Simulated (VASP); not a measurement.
# WS2 (P6_3/mmc) in VASP: notebook

Runs on WS2. Level: PBEsol. Tasks: single point.

Everything below comes from runs of VASP 6.6.1. Logs are shortened: lines on timing, memory, paths and dates and some standing lists are left out, and cuts for length are marked.

### 1 The cell of the first run

It takes space group P6_3/mmc (No. 194, hexagonal). Conventional cell: a = 3.060 Å, b = 3.060 Å, c = 12.349 Å, α = 90.00°, β = 90.00°, γ = 120.00°. W (site symmetry -6m2) has 6 S at 2.18 Å within 2.9 Å. Within 2.9 Å of S (site symmetry 3m) lie 3 W at 2.18 Å and 1 S at 2.56 Å.

### 2 Single point, PBEsol (atoms shifted along a free coordinate)

Contents of INCAR:

```
  ALGO = Normal
  EDIFF = 1E-6
  ENCUT = 520
  GGA = PS
  ISIF = 2
  ISMEAR = 0
  LASPH = T
  LCHARG = F
  LREAL = F
  LWAVE = F
  NBANDS = 35
  NELM = 100
  PREC = Accurate
  SIGMA = 0.05
```

Contents of KPOINTS:

```
k-points
0
Gamma
  12 12 2
```

Contents of POSCAR:

```
WS2
1.0
    3.0599748907      0.0000000000      0.0000000000
   -1.5299874454      2.6500159903      0.0000000000
    0.0000000000      0.0000000000     12.3485284809
W S
2 4
Direct
    0.3333333333      0.6666666667      0.2500000000
    0.6666666667      0.3333333333      0.7500000000
    0.3333333333      0.6666666667      0.6462389580
    0.6666666667      0.3333333333      0.1462389580
    0.3333333333      0.6666666667      0.8537610420
    0.6666666667      0.3333333333      0.3537610420
```

Potentials or basis: VASP PAW PBE potentials, release 64 (W_sv, S).

Run with:

```sh
$ cat potpaw_PBE.64/W_sv/POTCAR potpaw_PBE.64/S/POTCAR > POTCAR
$ mpirun -np 1 vasp_std > vasp.out
```

OUTCAR:

```text
EDIFF = 1E-6
   ENCUT = 520
   GGA = PS
   ISIF = 2
   ISMEAR = 0
   LASPH = T
   LREAL = F
   NELM = 100
   PREC = Accurate

 ion  position               nearest neighbor table
   1  0.333  0.667  0.250-   4 2.18   6 2.18   4 2.18   6 2.18   4 2.18   6 2.18
   2  0.667  0.333  0.750-   3 2.18   5 2.18   3 2.18   5 2.18   3 2.18   5 2.18
   3  0.333  0.667  0.646-   2 2.18   2 2.18   2 2.18   5 2.56
   4  0.667  0.333  0.146-   1 2.18   1 2.18   1 2.18   6 2.56
   5  0.333  0.667  0.854-   2 2.18   2 2.18   2 2.18   3 2.56
   6  0.667  0.333  0.354-   1 2.18   1 2.18   1 2.18   4 2.56

  LATTYP: Found a hexagonal cell.
 ALAT       =     3.0599748907
 C/A-ratio  =     4.0354999377

  Lattice vectors:

 A1 = (   3.0599748907,   0.0000000000,   0.0000000000)
 A2 = (  -1.5299874454,   2.6500159903,   0.0000000000)
 A3 = (   0.0000000000,   0.0000000000,  12.3485284809)

Analysis of symmetry for initial positions (statically):
=====================================================================
 Subroutine PRICEL returns:
 Original cell was already a primitive cell.

 Routine SETGRP: Setting up the symmetry group for a
 hexagonal supercell.

 Subroutine GETGRP returns: Found 24 space group operations
 (whereof 12 operations were pure point group operations)
 out of a pool of 24 trial point group operations.

The static configuration has the point symmetry D_3d.
 The point group associated with its full space group is D_6h.

Analysis of symmetry for dynamics (positions and initial velocities):
=====================================================================
 Subroutine PRICEL returns:
 Original cell was already a primitive cell.

 Routine SETGRP: Setting up the symmetry group for a
 hexagonal supercell.

 Subroutine GETGRP returns: Found 24 space group operations
 (whereof 12 operations were pure point group operations)
 out of a pool of 24 trial point group operations.

The dynamic configuration has the point symmetry D_3d.
 The point group associated with its full space group is D_6h.

 Subroutine INISYM returns: Found 24 space group operations
 (whereof 12 operations are pure point group operations),
 and found     1 'primitive' translations

----------------------------------------------------------------------------------------

                                     Primitive cell

  volume of cell :     100.1340

  direct lattice vectors                    reciprocal lattice vectors
     3.059974891  0.000000000  0.000000000     0.326800067  0.188678107  0.000000000
    -1.529987445  2.650015990  0.000000000     0.000000000  0.377356214  0.000000000
     0.000000000  0.000000000 12.348528481     0.000000000  0.000000000  0.080981309

  length of vectors
     3.059974891  3.059974891 12.348528481     0.377356214  0.377356214  0.080981309

  position of ions in fractional coordinates (direct lattice)
     0.333333333  0.666666667  0.250000000
     0.666666667  0.333333333  0.750000000
     0.333333333  0.666666667  0.646238958
     0.666666667  0.333333333  0.146238958
     0.333333333  0.666666667  0.853761042
     0.666666667  0.333333333  0.353761042

  ion indices of the primitive-cell ions
   primitive index   ion index
                 1           1
                 2           2
                 3           3
                 4           4
                 5           5
                 6           6

----------------------------------------------------------------------------------------

 KPOINTS: k-points

Automatic generation of k-mesh.
 Grid dimensions read from file:
 generate k-points for:   12   12    2

 Generating k-lattice:

  Cartesian coordinates                     Fractional coordinates (reciprocal lattice)
     0.027233339  0.015723176  0.000000000     0.083333333 -0.000000000  0.000000000
     0.000000000  0.031446351  0.000000000     0.000000000  0.083333333  0.000000000
     0.000000000  0.000000000  0.040490654     0.000000000  0.000000000  0.500000000

  Length of vectors
     0.031446351  0.031446351  0.040490654

  Shift w.r.t. Gamma in fractional coordinates (k-lattice)
     0.000000000  0.000000000  0.000000000

 Subroutine IBZKPT returns following result:
 ===========================================

 Found     38 irreducible k-points:

 Following reciprocal coordinates:
            Coordinates               Weight
  0.000000  0.000000  0.000000      1.000000
  0.083333  0.000000  0.000000      6.000000
  0.166667  0.000000  0.000000      6.000000
  0.250000 -0.000000  0.000000      6.000000
  0.333333 -0.000000  0.000000      6.000000
  0.416667  0.000000  0.000000      6.000000
[... 16 lines left out ...]
  0.250000 -0.000000  0.500000      6.000000
  0.333333 -0.000000  0.500000      6.000000
 [... further k-points ...]
   k-points           NKPTS =     38   k-points in BZ     NKDIM =     38   number of bands    NBANDS=     35
   number of dos      NEDOS =    301   number of ions     NIONS =      6
   total plane-waves  NPLWV =  55296
   dimension x,y,z NGX =    24 NGY =   24 NGZ =   96
   dimension x,y,z NGXF=    48 NGYF=   48 NGZF=  192
   ions per type =               2   4
   NGX,Y,Z   is equivalent  to a cutoff of  13.04, 13.04, 12.92 a.u.
   NGXF,Y,Z  is equivalent  to a cutoff of  26.08, 26.08, 25.85 a.u.
 SYSTEM =  unknown system
   PREC   = accura    normal or accurate (medium, high low for compatibility)
   ISTART =      0    job   : 0-new  1-cont  2-samecut
   ICHARG =      2    charge: 1-file 2-atom 10-const
   ISPIN  =      1    spin polarized calculation?
   LNONCOLLINEAR =      F non collinear calculations
   LSORBIT =      F    spin-orbit coupling
   LASPH  =      T    aspherical Exc in radial PAW
   ENCUT  =  520.0 eV  38.22 Ry    6.18 a.u.   5.69  5.69 22.96*2*pi/ulx,y,z
   NELM   =    100;   NELMIN=  2; NELMDL= -5     # of ELM steps
   EDIFF  = 0.1E-05   stopping-criterion for ELM
   LREAL  =      F    real-space projection
   EDIFFG = 0.1E-04   stopping-criterion for IOM
   NSW    =      0    number of steps for IOM
   IBRION =     -1    ionic relax: 0-MD 1-quasi-New 2-CG
   NFREE  =      0    steps in history (QN), initial steepest desc. (CG)
   ISIF   =      2    stress and relaxation
   ISYM   =      2    0-nonsym 1-usesym 2-fastsym
   POTIM  = 0.5000    time-step for ionic-motion
   TEBEG  =    0.0;   TEEND  =   0.0 temperature during run
   PSTRESS=    0.0 pullay stress
   NELECT =      52.0000    total number of electrons
   NUPDOWN=      -1.0000    fix difference up-down
   EMIN   =  10.00;   EMAX   =-10.00  energy-range for DOS
   EFERMI =   0.00;   METHOD = LEGACY
   ISMEAR =     0;   SIGMA  =   0.05  broadening in eV -4-tet -1-fermi 0-gaus
   EFERMI_NEDOS =   21; number of points for ismear=-14 and -15
   IALGO  =     38    algorithm
   IMIX   =      4    mixing-type and parameters
     AMIX     =   0.40;   BMIX     =  1.00
     AMIX_MAG =   1.60;   BMIX_MAG =  1.00
  volume/ion in A,a.u.               =      16.69       112.62
  Fermi-wavevector in a.u.,A,eV,Ry     =   1.315877  2.486648 23.558941  1.731533
  Thomas-Fermi vector in A             =   2.446029
   LORBIT       =      0    0 simple, 1 ext, 2 COOP (PROOUT), +10 PAW based schemes
   GGA     = PS    functional components
   LHFCALC =     F    Hartree Fock is set to
   AEXX    =    0.0000 exact exchange contribution
   IVDW    =     0    specifies the selected vdW correction
   LEPSILON=     F    determine dielectric tensor
   LRPA    =     F    only Hartree local field effects (RPA)
 non-spin polarized calculation
 Gauss-broadening in eV      SIGMA  =   0.05
  energy-cutoff  :      520.00
  volume of cell :      100.13
 maximum number of plane-waves:      2712
 NGX is ok and might be reduce to    24
   NGX = 11   NGY = 11   NGZ = 45

 number of electron      52.0000006 magnetization

 Free energy of the ion-electron system (eV)
  ---------------------------------------------------
  ext. energy  EPLUGINS =         0.00000000
  ---------------------------------------------------
  free energy    TOTEN  =       -44.82038476 eV

  energy without entropy =      -44.82015583  energy(sigma->0) =      -44.82027029

 E-fermi :   8.5605     XC(G=0): -10.9777

 val. band max:        8.3592820261   @ k =   0.0833   0.0000   0.5000
 cond. band min:       8.5623583340   @ k =   0.0000   0.0000   0.5000
 fundamental gap:      0.2030763079
 Fermi energy:         8.5604571205

 k-point     1 :       0.0000    0.0000    0.0000
  band No.  band energies     occupation
      1     -66.2465      2.00000
      2     -66.2465      2.00000
      3     -30.8069      2.00000
      4     -30.8069      2.00000
      5     -30.6384      2.00000
      6     -30.6384      2.00000
[... 27 lines left out ...]
     34      11.8690      0.00000
     35      12.2480      0.00000

 k-point     2 :       0.0833    0.0000    0.0000
  band No.  band energies     occupation
      1     -66.2441      2.00000
      2     -66.2441      2.00000
      3     -30.7983      2.00000
      4     -30.7983      2.00000
      5     -30.6841      2.00000
      6     -30.6841      2.00000
[... 27 lines left out ...]
     34      11.6798      0.00000
     35      12.8435      0.00000

 k-point     3 :       0.1667    0.0000    0.0000
  band No.  band energies     occupation
      1     -66.2376      2.00000
      2     -66.2376      2.00000
      3     -30.8070      2.00000
      4     -30.8070      2.00000
      5     -30.7748      2.00000
      6     -30.7747      2.00000
[... 27 lines left out ...]
     34      11.6518      0.00000
     35      14.3680      0.00000
[... 723 lines left out ...]
 k-point    23 :       0.2500   -0.0000    0.5000
  band No.  band energies     occupation
      1     -66.2287      2.00000
      2     -66.2287      2.00000
      3     -30.9709      2.00000
      4     -30.9709      2.00000
      5     -30.7423      2.00000
      6     -30.7423      2.00000
[... 27 lines left out ...]
     34      12.6092      0.00000
     35      15.2652      0.00000

 k-point    24 :       0.3333   -0.0000    0.5000
  band No.  band energies     occupation
      1     -66.2198      2.00000
      2     -66.2198      2.00000
      3     -31.1302      2.00000
      4     -31.1302      2.00000
      5     -30.7481      2.00000
      6     -30.7481      2.00000
[... 27 lines left out ...]
     34      13.4212      0.00000
     35      14.5431      0.00000

 [... further k-points ...]
[... 5 lines left out ...]
  --------------------------------------------------------------------------------------
  -------------------------------------------------------------------------------------
  Total       32.1954741     32.1954741     49.9702445     -0.0000000     -0.0000000     -0.0000000
  in kB      515.1383014    515.1383014    799.5405452     -0.0000000     -0.0000000     -0.0000000
  external PRESSURE =     609.9390494 kB  Pullay stress =       0.0000000 kB

 VOLUME and BASIS-vectors are now :
 -----------------------------------------------------------------------------
  energy-cutoff  :      520.00
  volume of cell :      100.13
      direct lattice vectors                 reciprocal lattice vectors
     3.059974891  0.000000000  0.000000000     0.326800067  0.188678107  0.000000000
    -1.529987445  2.650015990  0.000000000     0.000000000  0.377356214  0.000000000
     0.000000000  0.000000000 12.348528481     0.000000000  0.000000000  0.080981309

 POSITION                                       TOTAL-FORCE (eV/Angst)
 -----------------------------------------------------------------------------------
     -0.00000      1.76668      3.08713        -0.000000      0.000000      0.000000
      1.52999      0.88334      9.26140         0.000000     -0.000000      0.000000
     -0.00000      1.76668      7.98010         0.000000     -0.000000     -9.821345
      1.52999      0.88334      1.80584        -0.000000     -0.000000     -9.821345
     -0.00000      1.76668     10.54269         0.000000      0.000000      9.821345
      1.52999      0.88334      4.36843        -0.000000      0.000000      9.821345
 -----------------------------------------------------------------------------------
    total drift:                               -0.000000      0.000000     -0.000000

  FREE ENERGIE OF THE ION-ELECTRON SYSTEM (eV)
  ---------------------------------------------------
  free  energy   TOTEN  =       -44.8203847580 eV

  energy  without entropy=      -44.8201558296  energy(sigma->0) =      -44.82027029
```

Wall time 92 s (1 thread of Intel Xeon Platinum 8259CL at 2.50GHz (Skylake/Cascade Lake), shared host); peak memory 0.28 GiB.

Results:

- Free energy: -44.8204 eV
- Pressure: 61.0 GPa
- Largest force: 9.821 eV/Å
- Band gap on the k mesh: zero (bands 26 and 27 overlap by 1.04 eV)

Forces on the atoms (eV/Å):
```
W    0.000  0.000  0.000
W    0.000  0.000  0.000
S    0.000  0.000 -9.821
S    0.000  0.000 -9.821
S    0.000  0.000  9.821
S    0.000  0.000  9.821
```

Caveat: the cell differs from its parent crystal (atoms shifted along a free coordinate); the cell stands under pressure; the PAW data sets were made with another functional, which shifts forces and pressure a little; spin-orbit coupling is left out, which moves the levels of the heavy elements; this functional lacks dispersion, which binds the layers, so the pressure and a relaxed spacing across them are unreliable.

### 3 Single point, PBEsol (atoms shifted along a free coordinate)

INCAR: that of step 2 with these lines changed.

```diff
@@ -7,4 +7,6 @@
   LASPH = T
-  LCHARG = F
+  LCHARG = T
+  LELF = T
   LREAL = F
+  LVHAR = T
   LWAVE = F
```

KPOINTS is that of step 2.

Contents of POSCAR:

```
WS2
1.0
    3.0599748907      0.0000000000      0.0000000000
   -1.5299874454      2.6500159903      0.0000000000
    0.0000000000      0.0000000000     12.3485284809
W S
2 4
Direct
    0.3333333333      0.6666666667      0.2500000000
    0.6666666667      0.3333333333      0.7500000000
    0.3333333333      0.6666666667      0.6396781747
    0.6666666667      0.3333333333      0.1396781747
    0.3333333333      0.6666666667      0.8603218253
    0.6666666667      0.3333333333      0.3603218253
```

Potentials or basis: VASP PAW PBE potentials, release 64 (W_sv, S).

Run with:

```sh
$ cat potpaw_PBE.64/W_sv/POTCAR potpaw_PBE.64/S/POTCAR > POTCAR
$ mpirun -np 1 vasp_std > vasp.out
```

It took 94 s on 1 thread of Intel Xeon Platinum 8259CL at 2.50GHz (Skylake/Cascade Lake), shared host; peak memory 0.28 GiB.

Results (log left out):

```yaml
Free_energy: -47.4761 eV
Pressure: 44.1 GPa
Largest_force: 6.722 eV/Å
Band_gap_on_the_k_mesh: zero (bands 26 and 27 overlap by 0.07 eV)
```

Forces on the atoms (eV/Å):
```
W    0.000  0.000  0.000
W    0.000  0.000  0.000
S    0.000  0.000 -6.722
S    0.000  0.000 -6.722
S    0.000  0.000  6.722
S    0.000  0.000  6.722
```

Stress tensor (GPa, compression positive):
```
37.03  0.00  0.00
 0.00 37.03  0.00
 0.00  0.00 58.37
```

Levels at points of the mesh, in eV from the Fermi level:
| k point | band 24 | band 25 | band 26 | band 27 | band 28 | band 29 |
| --- | --- | --- | --- | --- | --- | --- |
| (0.00, 0.00, 0.00) | -1.96 | -1.18 | 0.11 | 2.03 | 2.03 | 2.04 |
| (0.50, 0.00, 0.00) | -2.86 | -2.33 | -2.20 | 1.81 | 1.84 | 2.50 |
| (0.00, 0.00, 0.50) | -3.02 | -0.32 | -0.32 | 2.04 | 2.04 | 2.04 |
| (0.50, 0.00, 0.50) | -2.90 | -2.26 | -2.26 | 1.82 | 1.82 | 2.52 |

Caveat: the cell differs from its parent crystal (atoms shifted along a free coordinate); the cell stands under pressure; the PAW data sets were made with another functional, which shifts forces and pressure a little; spin-orbit coupling is left out, which moves the levels of the heavy elements; this functional lacks dispersion, which binds the layers, so the pressure and a relaxed spacing across them are unreliable.

(Part 1 of 2 ends here.)
